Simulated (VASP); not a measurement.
# BAs (F-43m) in VASP: notebook

Runs on BAs. Level: PBE. Tasks: single point.

Program: VASP 6.6.1. These are calculated values, not measurements. Logs are shortened: lines on timing, memory, paths and dates and some standing lists are left out, and cuts for length are marked.

## 1. The cell of the first run

Symmetry: F-43m, No. 216, cubic system. The conventional cell has a = 4.760 Å, b = 4.760 Å, c = 4.760 Å, α = 90.00°, β = 90.00°, γ = 90.00°. B (site symmetry -43m) has 4 As at 2.06 Å within 2.7 Å. As (site symmetry -43m) has 4 B at 2.06 Å within 2.7 Å.

## 2. Single point, PBE (volume changed by -3%)

INCAR reads:

```
ALGO     = Normal         # electronic algorithm
EDIFF    = 1E-6           # SCF threshold, eV
ENCUT    = 500            # plane-wave cutoff, eV
GGA      = PE             # functional
GGA_COMPAT= F            
ISIF     = 2              # what is computed and relaxed
ISMEAR   = 0              # smearing method
LASPH    = T              # aspherical terms in the spheres
LCHARG   = F              # write CHGCAR
LREAL    = F              # projectors in reciprocal space
LWAVE    = F              # write WAVECAR
NBANDS   = 11             # bands
NELM     = 120            # most SCF steps
PREC     = Accurate       # precision mode
SIGMA    = 0.01           # smearing width, eV
```

KPOINTS reads:

```
k-points
0
Gamma
  8 8 8
```

POSCAR reads:

```
BAs
1.0
    0.0000000000      2.3801163313      2.3801163313
    2.3801163313      0.0000000000      2.3801163313
    2.3801163313      2.3801163313      0.0000000000
B As
1 1
Direct
    0.0000000000      0.0000000000      0.0000000000
    0.2500000000      0.2500000000      0.2500000000
```

Potentials or basis: VASP PAW PBE potentials, release 64 (B, As).

Launch:

```sh
> cat potpaw_PBE.64/B/POTCAR potpaw_PBE.64/As/POTCAR > POTCAR
> mpirun -np 1 vasp_std > vasp.out
```

OUTCAR:

```text
EDIFF = 1E-6
   ENCUT = 500
   GGA = PE
   ISIF = 2
   ISMEAR = 0
   LASPH = T
   LREAL = F
   NELM = 120
   PREC = Accurate

 ion  position               nearest neighbor table
   1  0.000  0.000  0.000-   2 2.06   2 2.06   2 2.06   2 2.06
   2  0.250  0.250  0.250-   1 2.06   1 2.06   1 2.06   1 2.06

  LATTYP: Found a face centered cubic cell.
 ALAT       =     4.7602326626

  Lattice vectors:

 A1 = (   0.0000000000,   2.3801163313,   2.3801163313)
 A2 = (   2.3801163313,   0.0000000000,   2.3801163313)
 A3 = (   2.3801163313,   2.3801163313,   0.0000000000)

Analysis of symmetry for initial positions (statically):
=====================================================================
 Subroutine PRICEL returns:
 Original cell was already a primitive cell.

 Routine SETGRP: Setting up the symmetry group for a
 face centered cubic supercell.

 Subroutine GETGRP returns: Found 24 space group operations
 (whereof 24 operations were pure point group operations)
 out of a pool of 48 trial point group operations.

The static configuration has the point symmetry T_d .

Analysis of symmetry for dynamics (positions and initial velocities):
=====================================================================
 Subroutine PRICEL returns:
 Original cell was already a primitive cell.

 Routine SETGRP: Setting up the symmetry group for a
 face centered cubic supercell.

 Subroutine GETGRP returns: Found 24 space group operations
 (whereof 24 operations were pure point group operations)
 out of a pool of 48 trial point group operations.

The dynamic configuration has the point symmetry T_d .

 Subroutine INISYM returns: Found 24 space group operations
 (whereof 24 operations are pure point group operations),
 and found     1 'primitive' translations

----------------------------------------------------------------------------------------

                                     Primitive cell

  volume of cell :      26.9665

  direct lattice vectors                    reciprocal lattice vectors
     0.000000000  2.380116331  2.380116331    -0.210073765  0.210073765  0.210073765
     2.380116331  0.000000000  2.380116331     0.210073765 -0.210073765  0.210073765
     2.380116331  2.380116331  0.000000000     0.210073765  0.210073765 -0.210073765

  length of vectors
     3.365992796  3.365992796  3.365992796     0.363858435  0.363858435  0.363858435

  position of ions in fractional coordinates (direct lattice)
     0.000000000  0.000000000  0.000000000
     0.250000000  0.250000000  0.250000000

  ion indices of the primitive-cell ions
   primitive index   ion index
                 1           1
                 2           2

----------------------------------------------------------------------------------------

 KPOINTS: k-points

Automatic generation of k-mesh.
 Grid dimensions read from file:
 generate k-points for:    8    8    8

 Generating k-lattice:

  Cartesian coordinates                     Fractional coordinates (reciprocal lattice)
    -0.026259221  0.026259221  0.026259221     0.125000000  0.000000000  0.000000000
     0.026259221 -0.026259221  0.026259221     0.000000000  0.125000000  0.000000000
     0.026259221  0.026259221 -0.026259221     0.000000000  0.000000000  0.125000000

  Length of vectors
     0.045482304  0.045482304  0.045482304

  Shift w.r.t. Gamma in fractional coordinates (k-lattice)
     0.000000000  0.000000000  0.000000000

 Subroutine IBZKPT returns following result:
 ===========================================

 Found     29 irreducible k-points:

 Following reciprocal coordinates:
            Coordinates               Weight
  0.000000  0.000000  0.000000      1.000000
  0.125000  0.000000  0.000000      8.000000
  0.250000  0.000000  0.000000      8.000000
  0.375000  0.000000  0.000000      8.000000
  0.500000  0.000000  0.000000      4.000000
  0.125000  0.125000  0.000000      6.000000
[... 16 lines left out ...]
  0.500000  0.250000  0.125000     48.000000
 -0.375000  0.250000  0.125000     24.000000
 [... further k-points ...]
   k-points           NKPTS =     29   k-points in BZ     NKDIM =     29   number of bands    NBANDS=     11
   number of dos      NEDOS =    301   number of ions     NIONS =      2
   total plane-waves  NPLWV =  21952
   dimension x,y,z NGX =    28 NGY =   28 NGZ =   28
   dimension x,y,z NGXF=    56 NGYF=   56 NGZF=   56
   ions per type =               1   1
   NGX,Y,Z   is equivalent  to a cutoff of  13.83, 13.83, 13.83 a.u.
   NGXF,Y,Z  is equivalent  to a cutoff of  27.66, 27.66, 27.66 a.u.
 SYSTEM =  unknown system
   PREC   = accura    normal or accurate (medium, high low for compatibility)
   ISTART =      0    job   : 0-new  1-cont  2-samecut
   ICHARG =      2    charge: 1-file 2-atom 10-const
   ISPIN  =      1    spin polarized calculation?
   LNONCOLLINEAR =      F non collinear calculations
   LSORBIT =      F    spin-orbit coupling
   LASPH  =      T    aspherical Exc in radial PAW
   ENCUT  =  500.0 eV  36.75 Ry    6.06 a.u.   6.14  6.14  6.14*2*pi/ulx,y,z
   NELM   =    120;   NELMIN=  2; NELMDL= -5     # of ELM steps
   EDIFF  = 0.1E-05   stopping-criterion for ELM
   LREAL  =      F    real-space projection
   EDIFFG = 0.1E-04   stopping-criterion for IOM
   NSW    =      0    number of steps for IOM
   IBRION =     -1    ionic relax: 0-MD 1-quasi-New 2-CG
   NFREE  =      0    steps in history (QN), initial steepest desc. (CG)
   ISIF   =      2    stress and relaxation
   ISYM   =      2    0-nonsym 1-usesym 2-fastsym
   POTIM  = 0.5000    time-step for ionic-motion
   TEBEG  =    0.0;   TEEND  =   0.0 temperature during run
   PSTRESS=    0.0 pullay stress
   NELECT =       8.0000    total number of electrons
   NUPDOWN=      -1.0000    fix difference up-down
   EMIN   =  10.00;   EMAX   =-10.00  energy-range for DOS
   EFERMI =   0.00;   METHOD = LEGACY
   ISMEAR =     0;   SIGMA  =   0.01  broadening in eV -4-tet -1-fermi 0-gaus
   EFERMI_NEDOS =   21; number of points for ismear=-14 and -15
   IALGO  =     38    algorithm
   IMIX   =      4    mixing-type and parameters
     AMIX     =   0.40;   BMIX     =  1.00
     AMIX_MAG =   1.60;   BMIX_MAG =  1.00
  volume/ion in A,a.u.               =      13.48        90.99
  Fermi-wavevector in a.u.,A,eV,Ry     =   1.091851  2.063299 16.220026  1.192138
  Thomas-Fermi vector in A             =   2.228104
   LORBIT       =      0    0 simple, 1 ext, 2 COOP (PROOUT), +10 PAW based schemes
   GGA     = PE    functional components
   LHFCALC =     F    Hartree Fock is set to
   AEXX    =    0.0000 exact exchange contribution
   IVDW    =     0    specifies the selected vdW correction
   LEPSILON=     F    determine dielectric tensor
   LRPA    =     F    only Hartree local field effects (RPA)
 non-spin polarized calculation
 Gauss-broadening in eV      SIGMA  =   0.01
  energy-cutoff  :      500.00
  volume of cell :       26.97
 maximum number of plane-waves:       701
 NGX is ok and might be reduce to    28
   NGX = 13   NGY = 13   NGZ = 13

 number of electron       8.0000000 magnetization

 Free energy of the ion-electron system (eV)
  ---------------------------------------------------
  ext. energy  EPLUGINS =         0.00000000
  ---------------------------------------------------
  free energy    TOTEN  =       -11.39636785 eV

  energy without entropy =      -11.39636785  energy(sigma->0) =      -11.39636785

 E-fermi :   6.3742     XC(G=0): -10.6296

 val. band max:        6.2442504532   @ k =   0.0000   0.0000   0.0000
 cond. band min:       7.4226945022   @ k =   0.3750   0.3750   0.0000
 fundamental gap:      1.1784440490
 Fermi energy:         6.3742299078

 k-point     1 :       0.0000    0.0000    0.0000
  band No.  band energies     occupation
      1      -9.2541      2.00000
      2       6.2443      2.00000
      3       6.2443      2.00000
      4       6.2443      2.00000
      5       9.5336      0.00000
      6       9.5336      0.00000
      7       9.5336      0.00000
      8      11.0658      0.00000
      9      15.8784      0.00000
     10      19.2369      0.00000
     11      19.2369      0.00000

 k-point     2 :       0.1250    0.0000    0.0000
  band No.  band energies     occupation
      1      -8.9956      2.00000
      2       4.2691      2.00000
      3       5.8006      2.00000
      4       5.8006      2.00000
      5       9.6801      0.00000
      6      10.1170      0.00000
      7      10.1170      0.00000
      8      12.3078      0.00000
      9      16.8380      0.00000
     10      17.8859      0.00000
     11      17.8859      0.00000

 k-point     3 :       0.2500    0.0000    0.0000
  band No.  band energies     occupation
      1      -8.2423      2.00000
      2       1.2712      2.00000
      3       5.0827      2.00000
      4       5.0827      2.00000
      5       9.3659      0.00000
      6      10.9192      0.00000
      7      10.9192      0.00000
      8      14.2177      0.00000
      9      17.5002      0.00000
     10      17.5002      0.00000
     11      17.5971      0.00000

 k-point     4 :       0.3750    0.0000    0.0000
  band No.  band energies     occupation
      1      -7.1211      2.00000
      2      -1.3354      2.00000
      3       4.5788      2.00000
      4       4.5788      2.00000
      5       9.0938      0.00000
      6      11.0902      0.00000
      7      11.0902      0.00000
      8      15.1047      0.00000
      9      18.1419      0.00000
     10      18.9785      0.00000
     11      18.9785      0.00000
[... 239 lines left out ...]
 k-point    22 :       0.3750    0.2500    0.1250
  band No.  band energies     occupation
      1      -7.5831      2.00000
      2       1.0229      2.00000
      3       2.4859      2.00000
      4       4.2022      2.00000
      5       9.4827      0.00000
      6      11.5305      0.00000
      7      12.1982      0.00000
      8      13.4860      0.00000
      9      17.0347      0.00000
     10      19.6479      0.00000
     11      20.5514      0.00000

 k-point    23 :       0.5000    0.2500    0.1250
  band No.  band energies     occupation
      1      -6.5002      2.00000
      2      -0.9682      2.00000
      3       1.7635      2.00000
      4       3.4766      2.00000
      5      10.1112      0.00000
      6      11.3443      0.00000
      7      12.8118      0.00000
      8      14.3708      0.00000
      9      17.7159      0.00000
     10      19.6635      0.00000
     11      21.8474      0.00000

 k-point    24 :      -0.3750    0.2500    0.1250
  band No.  band energies     occupation
      1      -5.7628      2.00000
      2      -2.1139      2.00000
      3       1.6436      2.00000
      4       3.1355      2.00000
      5      10.2298      0.00000
      6      11.0352      0.00000
      7      13.7603      0.00000
      8      15.3342      0.00000
      9      16.6466      0.00000
     10      20.5013      0.00000
     11      21.5670      0.00000

 [... further k-points ...]

------------------------ aborting loop because EDIFF is reached ----------------------------------------

  FORCE on cell =-STRESS in cart. coord.  units (eV):
  Direction    XX          YY          ZZ          XY          YZ          ZX
  --------------------------------------------------------------------------------------
  -------------------------------------------------------------------------------------
  Total        0.8419704      0.8419704      0.8419704      0.0000000      0.0000000      0.0000000
  in kB       50.0245092     50.0245092     50.0245092      0.0000000      0.0000000      0.0000000
  external PRESSURE =      50.0245092 kB  Pullay stress =       0.0000000 kB

 VOLUME and BASIS-vectors are now :
 -----------------------------------------------------------------------------
  energy-cutoff  :      500.00
  volume of cell :       26.97
      direct lattice vectors                 reciprocal lattice vectors
     0.000000000  2.380116331  2.380116331    -0.210073765  0.210073765  0.210073765
     2.380116331  0.000000000  2.380116331     0.210073765 -0.210073765  0.210073765
     2.380116331  2.380116331  0.000000000     0.210073765  0.210073765 -0.210073765

 POSITION                                       TOTAL-FORCE (eV/Angst)
 -----------------------------------------------------------------------------------
      0.00000      0.00000      0.00000        -0.000000     -0.000000     -0.000000
      1.19006      1.19006      1.19006         0.000000      0.000000      0.000000
 -----------------------------------------------------------------------------------
    total drift:                               -0.000000     -0.000000     -0.000000

  FREE ENERGIE OF THE ION-ELECTRON SYSTEM (eV)
  ---------------------------------------------------
  free  energy   TOTEN  =       -11.3963678470 eV

  energy  without entropy=      -11.3963678470  energy(sigma->0) =      -11.39636785
```

It took 10 s on 1 thread of AMD EPYC 7R43 (Zen 3), shared host; peak memory 0.12 GiB.

What came out:

```yaml
Free_energy: -11.3964 eV
Pressure: 5.0 GPa
Band_gap_on_the_k_mesh: 1.18 eV, indirect (least direct gap 3.29 eV)
```

Levels at points of the mesh, in eV from the valence-band top:
```csv
k point,band 1,band 2,band 3,band 4,band 5,band 6,band 7,band 8,band 9
"(0.00, 0.00, 0.00)",-15.50,0.00,0.00,0.00,3.29,3.29,3.29,4.82,9.63
"(0.50, 0.00, 0.00)",-12.59,-8.87,-1.84,-1.84,2.75,4.79,4.79,8.88,12.79
"(0.50, 0.50, 0.00)",-11.25,-8.59,-4.13,-4.13,1.41,1.43,11.47,11.47,12.96
```

 A k mesh can miss the band edges.

[end of part 1 of 2]
